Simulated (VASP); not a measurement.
Write the native input for VASP 6.6.1 that does the following.

```yaml
Task: single point
Functional: r2SCAN
Potentials_or_basis: VASP PAW PBE potentials, release 64 (Zn, S)
Cutoff: 520 eV
k_mesh: 7 × 7 × 2
Occupations: gaussian, width 0.05 eV
Spin: no spin polarisation
Dipole_correction: no
Further_INCAR_settings: ALGO = Normal; EDIFF = 1e-06; NBANDS = 46
```

The system is ZnS.

```
Zn S
1.0
    -3.81100    0.00000    0.00000
    -1.90550   -3.30042    0.00000
    -0.47618   -0.27493   12.46800
Zn S
4 4
Direct
  0.27888 0.27888 0.65375
  0.32053 0.32053 0.15375
  0.59138 0.59138 0.90375
  0.63303 0.63303 0.40375
  0.26284 0.26284 0.84625
  0.30449 0.30449 0.34625
  0.65865 0.65865 0.09625
  0.61700 0.61700 0.59625
```

This cell differs from its parent crystal: the part above a cut slid along it.

The input as run:

POSCAR

```
ZnS
1.0
   -3.8109987816      0.0000000000      0.0000000000
   -1.9054993908     -3.3004217586      0.0000000000
   -0.4761842978     -0.2749251325     12.4680000000
Zn S
4 4
Direct
    0.2788759583      0.2788759583      0.6537500000
    0.3205259583      0.3205259583      0.1537500000
    0.5913842917      0.5913842917      0.9037500000
    0.6330342917      0.6330342917      0.4037500000
    0.2628407083      0.2628407083      0.8462500000
    0.3044907083      0.3044907083      0.3462500000
    0.6586490417      0.6586490417      0.0962500000
    0.6169990417      0.6169990417      0.5962500000
```

INCAR.step1

```
SYSTEM = ZnS
  PREC = Accurate
  ENCUT = 520
  ISMEAR = 0
  SIGMA = 0.05
  LREAL = .FALSE.
  LASPH = .TRUE.
  NELM = 100
  NBANDS = 46
  GGA = PE
  ALGO = Normal
  EDIFF = 1E-4
  LWAVE = .TRUE.
  LCHARG = .FALSE.
```

INCAR.step2

```
SYSTEM = ZnS
  PREC = Accurate
  ENCUT = 520
  EDIFF = 1E-6
  ISMEAR = 0
  SIGMA = 0.05
  LREAL = .FALSE.
  LASPH = .TRUE.
  NELM = 100
  ALGO = Normal
  ISIF = 2
  LWAVE = .FALSE.
  LCHARG = .FALSE.
  METAGGA = R2SCAN
  LMIXTAU = .TRUE.
  NBANDS = 46
  ISTART = 1
```

KPOINTS

```
regular mesh
0
G
  7 7 2
  0 0 0
```

Potentials or basis: VASP PAW PBE potentials, release 64 (Zn, S).

Run with:

```bash
$ cat potpaw_PBE.64/Zn/POTCAR potpaw_PBE.64/S/POTCAR > POTCAR
$ cp INCAR.step1 INCAR
$ mpirun -np 1 vasp_std > vasp.out
$ cp INCAR.step2 INCAR
$ mpirun -np 1 vasp_std > vasp.out
```

It gave:

| Item | Value |
| --- | --- |
| Pressure | 0.0 GPa |
| Largest force | 0.552 eV/Å |
| Band gap on the k mesh | 2.71 eV |

Caveat: the cell differs from its parent crystal (the part above a cut slid along it); the PAW data sets were made with another functional, which shifts forces and pressure a little.

Wall time 6.6 min on 1 thread of AMD EPYC 9R45 96-Core Processor (Zen 5), on a shared host, peak memory 0.36 GiB.
